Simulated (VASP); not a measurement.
# PbSe (Fm-3m) in VASP: further runs, part 2 of 3

VASP 6.6.1. Earlier steps stand in the parts before.

## 3. Single point, PBE (strain -3.0%)

File INCAR:

```
SYSTEM = PbSe
PREC = Accurate
ENCUT = 520
EDIFF = 1E-6
ISMEAR = -1
SIGMA = 0.02
LREAL = .FALSE.
LASPH = .TRUE.
NELM = 80
ALGO = Normal
ISIF = 2
LWAVE = .FALSE.
LCHARG = .TRUE.
GGA = PE
LELF = .TRUE.
LVHAR = .TRUE.
NBANDS = 17
```

File KPOINTS:

```
Automatic mesh
0
G
  8 8 8
  0 0 0
```

File POSCAR:

```
PbSe
1.0
    0.0000000000      2.9960411529      2.9960411529
    2.9960411529      0.0000000000      2.9960411529
    2.9960411529      2.9960411529      0.0000000000
Pb Se
1 1
Direct
    0.0000000000      0.0000000000      0.0000000000
    0.5000000000      0.5000000000      0.5000000000
```

Potentials or basis: VASP PAW PBE potentials, release 64 (Pb_d, Se).

On the command line:

```
cat potpaw_PBE.64/Pb_d/POTCAR potpaw_PBE.64/Se/POTCAR > POTCAR
mpirun -np 1 vasp_std > vasp.out
```

OUTCAR:

```text
SYSTEM = PbSe
   PREC = Accurate
   ENCUT = 520
   EDIFF = 1E-6
   ISMEAR = -1
   LREAL = .FALSE.
   LASPH = .TRUE.
   NELM = 80
   ISIF = 2
   GGA = PE

 ion  position               nearest neighbor table
   1  0.000  0.000  0.000-   2 3.00   2 3.00   2 3.00   2 3.00   2 3.00   2 3.00
   2  0.500  0.500  0.500-   1 3.00   1 3.00   1 3.00   1 3.00   1 3.00   1 3.00

  LATTYP: Found a face centered cubic cell.
 ALAT       =     5.9920823058

  Lattice vectors:

 A1 = (   0.0000000000,   2.9960411529,   2.9960411529)
 A2 = (   2.9960411529,   0.0000000000,   2.9960411529)
 A3 = (   2.9960411529,   2.9960411529,   0.0000000000)

Analysis of symmetry for initial positions (statically):
=====================================================================
 Subroutine PRICEL returns:
 Original cell was already a primitive cell.

 Routine SETGRP: Setting up the symmetry group for a
 face centered cubic supercell.

 Subroutine GETGRP returns: Found 48 space group operations
 (whereof 48 operations were pure point group operations)
 out of a pool of 48 trial point group operations.

The static configuration has the point symmetry O_h .

Analysis of symmetry for dynamics (positions and initial velocities):
=====================================================================
 Subroutine PRICEL returns:
 Original cell was already a primitive cell.

 Routine SETGRP: Setting up the symmetry group for a
 face centered cubic supercell.

 Subroutine GETGRP returns: Found 48 space group operations
 (whereof 48 operations were pure point group operations)
 out of a pool of 48 trial point group operations.

The dynamic configuration has the point symmetry O_h .

 Subroutine INISYM returns: Found 48 space group operations
 (whereof 48 operations are pure point group operations),
 and found     1 'primitive' translations

----------------------------------------------------------------------------------------

                                     Primitive cell

  volume of cell :      53.7865

  direct lattice vectors                    reciprocal lattice vectors
     0.000000000  2.996041153  2.996041153    -0.166886893  0.166886893  0.166886893
     2.996041153  0.000000000  2.996041153     0.166886893 -0.166886893  0.166886893
     2.996041153  2.996041153  0.000000000     0.166886893  0.166886893 -0.166886893

  length of vectors
     4.237042032  4.237042032  4.237042032     0.289056578  0.289056578  0.289056578

  position of ions in fractional coordinates (direct lattice)
     0.000000000  0.000000000  0.000000000
     0.500000000  0.500000000  0.500000000

  ion indices of the primitive-cell ions
   primitive index   ion index
                 1           1
                 2           2

----------------------------------------------------------------------------------------

 KPOINTS: Automatic mesh

Automatic generation of k-mesh.
 Grid dimensions read from file:
 generate k-points for:    8    8    8

 Generating k-lattice:

  Cartesian coordinates                     Fractional coordinates (reciprocal lattice)
    -0.020860862  0.020860862  0.020860862     0.125000000  0.000000000  0.000000000
     0.020860862 -0.020860862  0.020860862     0.000000000  0.125000000  0.000000000
     0.020860862  0.020860862 -0.020860862     0.000000000  0.000000000  0.125000000

  Length of vectors
     0.036132072  0.036132072  0.036132072

  Shift w.r.t. Gamma in fractional coordinates (k-lattice)
     0.000000000  0.000000000  0.000000000

 Subroutine IBZKPT returns following result:
 ===========================================

 Found     29 irreducible k-points:

 Following reciprocal coordinates:
            Coordinates               Weight
  0.000000  0.000000  0.000000      1.000000
  0.125000  0.000000  0.000000      8.000000
  0.250000  0.000000  0.000000      8.000000
  0.375000  0.000000  0.000000      8.000000
  0.500000  0.000000  0.000000      4.000000
  0.125000  0.125000  0.000000      6.000000
[... 16 lines left out ...]
  0.500000  0.250000  0.125000     48.000000
 -0.375000  0.250000  0.125000     24.000000
 [... further k-points ...]
   k-points           NKPTS =     29   k-points in BZ     NKDIM =     29   number of bands    NBANDS=     17
   number of dos      NEDOS =    301   number of ions     NIONS =      2
   total plane-waves  NPLWV =  32768
   dimension x,y,z NGX =    32 NGY =   32 NGZ =   32
   dimension x,y,z NGXF=    64 NGYF=   64 NGZF=   64
   ions per type =               1   1
   NGX,Y,Z   is equivalent  to a cutoff of  12.56, 12.56, 12.56 a.u.
   NGXF,Y,Z  is equivalent  to a cutoff of  25.11, 25.11, 25.11 a.u.
 SYSTEM =  PbSe
   PREC   = accura    normal or accurate (medium, high low for compatibility)
   ISTART =      0    job   : 0-new  1-cont  2-samecut
   ICHARG =      2    charge: 1-file 2-atom 10-const
   ISPIN  =      1    spin polarized calculation?
   LNONCOLLINEAR =      F non collinear calculations
   LSORBIT =      F    spin-orbit coupling
   LASPH  =      T    aspherical Exc in radial PAW
   ENCUT  =  520.0 eV  38.22 Ry    6.18 a.u.   7.88  7.88  7.88*2*pi/ulx,y,z
   NELM   =     80;   NELMIN=  2; NELMDL= -5     # of ELM steps
   EDIFF  = 0.1E-05   stopping-criterion for ELM
   LREAL  =      F    real-space projection
   EDIFFG = 0.1E-04   stopping-criterion for IOM
   NSW    =      0    number of steps for IOM
   IBRION =     -1    ionic relax: 0-MD 1-quasi-New 2-CG
   NFREE  =      0    steps in history (QN), initial steepest desc. (CG)
   ISIF   =      2    stress and relaxation
   ISYM   =      2    0-nonsym 1-usesym 2-fastsym
   POTIM  = 0.5000    time-step for ionic-motion
   TEBEG  =    0.0;   TEEND  =   0.0 temperature during run
   PSTRESS=    0.0 pullay stress
   NELECT =      20.0000    total number of electrons
   NUPDOWN=      -1.0000    fix difference up-down
   EMIN   =  10.00;   EMAX   =-10.00  energy-range for DOS
   EFERMI =   0.00;   METHOD = LEGACY
   ISMEAR =    -1;   SIGMA  =   0.02  broadening in eV -4-tet -1-fermi 0-gaus
   EFERMI_NEDOS =   21; number of points for ismear=-14 and -15
   IALGO  =     38    algorithm
   IMIX   =      4    mixing-type and parameters
     AMIX     =   0.40;   BMIX     =  1.00
     AMIX_MAG =   1.60;   BMIX_MAG =  1.00
  volume/ion in A,a.u.               =      26.89       181.48
  Fermi-wavevector in a.u.,A,eV,Ry     =   1.177227  2.224637 18.855832  1.385865
  Thomas-Fermi vector in A             =   2.313578
   LORBIT       =      0    0 simple, 1 ext, 2 COOP (PROOUT), +10 PAW based schemes
   GGA     = PE    functional components
   LHFCALC =     F    Hartree Fock is set to
   AEXX    =    0.0000 exact exchange contribution
   IVDW    =     0    specifies the selected vdW correction
   LEPSILON=     F    determine dielectric tensor
   LRPA    =     F    only Hartree local field effects (RPA)
 non-spin polarized calculation
  energy-cutoff  :      520.00
  volume of cell :       53.79
 maximum number of plane-waves:      1472
   NGX = 15   NGY = 15   NGZ = 15

 number of electron      20.0000001 magnetization

 Free energy of the ion-electron system (eV)
  ---------------------------------------------------
  ext. energy  EPLUGINS =         0.00000000
  ---------------------------------------------------
  free energy    TOTEN  =        -8.07986704 eV

  energy without entropy =       -8.07956077  energy(sigma->0) =       -8.07971391

 E-fermi :   5.9863     XC(G=0):  -9.8301

 val. band max:        5.9576794661   @ k =   0.5000   0.0000   0.0000
 cond. band min:       6.0149986750   @ k =   0.5000   0.0000   0.0000
 fundamental gap:      0.0573192089
 Fermi energy:         5.9863390707

 k-point     1 :       0.0000    0.0000    0.0000
  band No.  band energies     occupation
      1     -11.0675      2.00000
      2     -11.0675      2.00000
      3     -11.0675      2.00000
      4     -11.0670      2.00000
      5     -11.0670      2.00000
      6      -8.2751      2.00000
[... 9 lines left out ...]
     16      12.2577      0.00000
     17      13.8466      0.00000

 k-point     2 :       0.1250    0.0000    0.0000
  band No.  band energies     occupation
      1     -11.0719      2.00000
      2     -11.0719      2.00000
      3     -11.0669      2.00000
      4     -11.0612      2.00000
      5     -11.0612      2.00000
      6      -8.1427      2.00000
[... 9 lines left out ...]
     16      12.6260      0.00000
     17      15.1511      0.00000
[... 421 lines left out ...]
 k-point    24 :      -0.3750    0.2500    0.1250
  band No.  band energies     occupation
      1     -11.1475      2.00000
      2     -11.0838      2.00000
      3     -11.0549      2.00000
      4     -11.0415      2.00000
      5     -11.0218      2.00000
      6      -6.8048      2.00000
[... 9 lines left out ...]
     16      16.7581      0.00000
     17      16.9079      0.00000

 [... further k-points ...]
[... 5 lines left out ...]
  --------------------------------------------------------------------------------------
  -------------------------------------------------------------------------------------
  Total        2.2045076      2.2045076      2.2045076      0.0000000     -0.0000000      0.0000000
  in kB       65.6672542     65.6672542     65.6672542      0.0000000     -0.0000000      0.0000000
  external PRESSURE =      65.6672542 kB  Pullay stress =       0.0000000 kB

 VOLUME and BASIS-vectors are now :
 -----------------------------------------------------------------------------
  energy-cutoff  :      520.00
  volume of cell :       53.79
      direct lattice vectors                 reciprocal lattice vectors
     0.000000000  2.996041153  2.996041153    -0.166886893  0.166886893  0.166886893
     2.996041153  0.000000000  2.996041153     0.166886893 -0.166886893  0.166886893
     2.996041153  2.996041153  0.000000000     0.166886893  0.166886893 -0.166886893

 POSITION                                       TOTAL-FORCE (eV/Angst)
 -----------------------------------------------------------------------------------
      0.00000      0.00000      0.00000         0.000000     -0.000000     -0.000000
      2.99604      2.99604      2.99604        -0.000000      0.000000      0.000000
 -----------------------------------------------------------------------------------
    total drift:                                0.000000     -0.000000     -0.000000

  FREE ENERGIE OF THE ION-ELECTRON SYSTEM (eV)
  ---------------------------------------------------
  free  energy   TOTEN  =        -8.0798670368 eV

  energy  without entropy=       -8.0795607738  energy(sigma->0) =       -8.07971391
```

Wall time 11 s (1 thread of AMD EPYC 9R45 (Zen 5), shared host); peak memory 0.16 GiB.

What came out:

| Quantity | Value |
| --- | --- |
| Free energy | -8.0799 eV |
| Pressure | 6.6 GPa |
| Band gap on the k mesh | 0.06 eV |

Levels at points of the mesh, in eV from the valence-band top:
```
           k point  band 8  band 9  band 10  band 11  band 12  band 13
(0.00, 0.00, 0.00)   -2.25   -2.25    -2.25     4.78     4.78     4.78
(0.50, 0.00, 0.00)   -1.79   -1.79     0.00     0.06     1.48     1.48
(0.50, 0.50, 0.00)   -5.61   -3.72    -3.72     3.34     5.79     5.79
```

Caveat: the cell differs from its parent crystal (strain -3.0%); the cell stands under pressure; spin-orbit coupling is left out, which moves the levels of the heavy elements. A k mesh can miss the band edges.

## 4. Single point, r2SCAN (strain -4.0%)

File POSCAR:

```
PbSe
1.0
    0.0000000000      2.9651541308      2.9651541308
    2.9651541308      0.0000000000      2.9651541308
    2.9651541308      2.9651541308      0.0000000000
Pb Se
1 1
Direct
    0.0000000000      0.0000000000      0.0000000000
    0.5000000000      0.5000000000      0.5000000000
```

File INCAR.step1:

```
SYSTEM = PbSe
PREC = Accurate ; ENCUT = 520
ISMEAR = -1 ; SIGMA = 0.02
LREAL = .FALSE. ; LASPH = .TRUE.
NELM = 100 ; NBANDS = 17
GGA = PE ; ALGO = Normal
EDIFF = 1E-4 ; LWAVE = .TRUE.
LCHARG = .FALSE.
```

File INCAR.step2:

```
SYSTEM = PbSe
PREC = Accurate ; ENCUT = 520
EDIFF = 1E-6 ; ISMEAR = -1
SIGMA = 0.02 ; LREAL = .FALSE.
LASPH = .TRUE. ; NELM = 100
ALGO = Normal ; ISIF = 2
LWAVE = .FALSE. ; LCHARG = .TRUE.
METAGGA = R2SCAN ; LMIXTAU = .TRUE.
LELF = .TRUE. ; LVHAR = .TRUE.
NBANDS = 17 ; ISTART = 1
```

KPOINTS is that of step 3.

Potentials or basis: VASP PAW PBE potentials, release 64 (Pb_d, Se).

On the command line:

```
cat potpaw_PBE.64/Pb_d/POTCAR potpaw_PBE.64/Se/POTCAR > POTCAR
cp INCAR.step1 INCAR
mpirun -np 1 vasp_std > vasp.out
cp INCAR.step2 INCAR
mpirun -np 1 vasp_std > vasp.out
```

OUTCAR:

```text
SYSTEM = PbSe
   PREC = Accurate
   ENCUT = 520
   EDIFF = 1E-6
   ISMEAR = -1
   LREAL = .FALSE.
   LASPH = .TRUE.
   NELM = 100
   ISIF = 2
   METAGGA = R2SCAN
   ISTART = 1

 ion  position               nearest neighbor table
   1  0.000  0.000  0.000-   2 2.97   2 2.97   2 2.97   2 2.97   2 2.97   2 2.97
   2  0.500  0.500  0.500-   1 2.97   1 2.97   1 2.97   1 2.97   1 2.97   1 2.97

  LATTYP: Found a face centered cubic cell.
 ALAT       =     5.9303082616

  Lattice vectors:

 A1 = (   0.0000000000,   2.9651541308,   2.9651541308)
 A2 = (   2.9651541308,   0.0000000000,   2.9651541308)
[... 647 lines left out ...]
      4     -11.4550      2.00000
      5     -11.4323      2.00000
      6      -7.2367      2.00000
[... 9 lines left out ...]
     16      17.6070      0.00000
     17      17.9305      0.00000

 [... further k-points ...]
[... 5 lines left out ...]
  --------------------------------------------------------------------------------------
  -------------------------------------------------------------------------------------
  Total        2.6985795      2.6985795      2.6985795      0.0000000     -0.0000000      0.0000000
  in kB       82.9228039     82.9228039     82.9228039      0.0000000     -0.0000000      0.0000000
  external PRESSURE =      82.9228039 kB  Pullay stress =       0.0000000 kB

 VOLUME and BASIS-vectors are now :
 -----------------------------------------------------------------------------
  energy-cutoff  :      520.00
  volume of cell :       52.14
      direct lattice vectors                 reciprocal lattice vectors
     0.000000000  2.965154131  2.965154131    -0.168625298  0.168625298  0.168625298
     2.965154131  0.000000000  2.965154131     0.168625298 -0.168625298  0.168625298
     2.965154131  2.965154131  0.000000000     0.168625298  0.168625298 -0.168625298

 POSITION                                       TOTAL-FORCE (eV/Angst)
 -----------------------------------------------------------------------------------
      0.00000      0.00000      0.00000        -0.000000     -0.000000      0.000000
      2.96515      2.96515      2.96515         0.000000      0.000000     -0.000000
 -----------------------------------------------------------------------------------
    total drift:                                0.000000     -0.000000     -0.000000

  FREE ENERGIE OF THE ION-ELECTRON SYSTEM (eV)
  ---------------------------------------------------
  free  energy   TOTEN  =       -71.7794574605 eV

  energy  without entropy=      -71.7794321391  energy(sigma->0) =      -71.77944480
```

It took 60 s on 1 thread of AMD EPYC 9R45 (Zen 5), shared host; peak memory 0.16 GiB.

What came out:

| Property | Result |
| --- | --- |
| Free energy | -71.7795 eV |
| Pressure | 8.3 GPa |
| Band gap on the k mesh | 0.20 eV |

Levels at points of the mesh, in eV from the valence-band top:
```tsv
k point	band 7	band 8	band 9	band 10	band 11	band 12	band 13	band 14
(0.00, 0.00, 0.00)	-6.30	-2.65	-2.65	-2.65	5.12	5.12	5.12	6.59
(0.50, 0.00, 0.00)	-9.83	-2.14	-2.14	0.00	0.20	1.53	1.53	9.10
(0.50, 0.50, 0.00)	-7.87	-6.16	-4.19	-4.19	3.46	6.25	6.25	6.79
```

Caveat: the cell differs from its parent crystal (strain -4.0%); the cell stands under pressure; the PAW data sets were made with another functional, which shifts forces and pressure a little; spin-orbit coupling is left out, which moves the levels of the heavy elements.

(Part 2 of 3 ends here.)
